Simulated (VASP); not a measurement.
## GaCu3: single point with LDA

Crystal: GaCu3.

```
CELL_PARAMETERS angstrom
3.57940 0.00000 0.00000
0.00000 3.57940 0.00000
0.00000 0.00000 3.57940
ATOMIC_POSITIONS crystal
Ga 0.00000 0.00000 0.00000
Cu 0.50000 0.00000 0.50000
Cu 0.50000 0.50000 0.00000
Cu 0.00000 0.50000 0.50000
```

```
Program             : VASP 6.6.1
Task                : single point
Functional          : LDA
Potentials or basis : VASP PAW LDA potentials, release 64 (Ga_d, Cu)
Cutoff              : 600 eV
k mesh              : 6 × 6 × 6
Occupations         : methfessel-paxton, width 0.05 eV
Spin                : no spin polarisation
```

```json
{
 "Pressure": "2.4 GPa",
 "Band gap on the k mesh": "zero (band 23 reaches 12.46 eV, above the bottom of band 24 at 7.00 eV)"
}
```

Levels at points of the mesh, in eV from the Fermi level:
| k point | band 19 | band 20 | band 21 | band 22 | band 23 | band 24 | band 25 | band 26 | band 27 | band 28 |
| --- | --- | --- | --- | --- | --- | --- | --- | --- | --- | --- |
| (0.00, 0.00, 0.00) | -2.24 | -2.24 | -2.24 | -0.72 | -0.72 | -0.72 | 3.88 | 5.31 | 5.31 | 10.37 |
| (0.50, 0.00, 0.00) | -3.22 | -3.13 | -2.70 | -2.24 | 3.49 | 3.49 | 4.59 | 4.59 | 4.99 | 5.99 |
| (0.50, 0.50, 0.00) | -3.14 | -3.00 | -2.78 | -2.60 | -1.38 | -1.38 | 6.04 | 6.94 | 7.71 | 7.71 |
| (0.50, 0.50, 0.50) | -3.15 | -3.15 | -2.42 | -2.42 | -2.42 | -1.71 | 0.02 | 2.22 | 2.22 | 2.22 |

It took 14 s on 1 thread of Intel(R) Xeon(R) 6975P-C (Granite Rapids), on a shared host, peak memory 0.16 GiB.
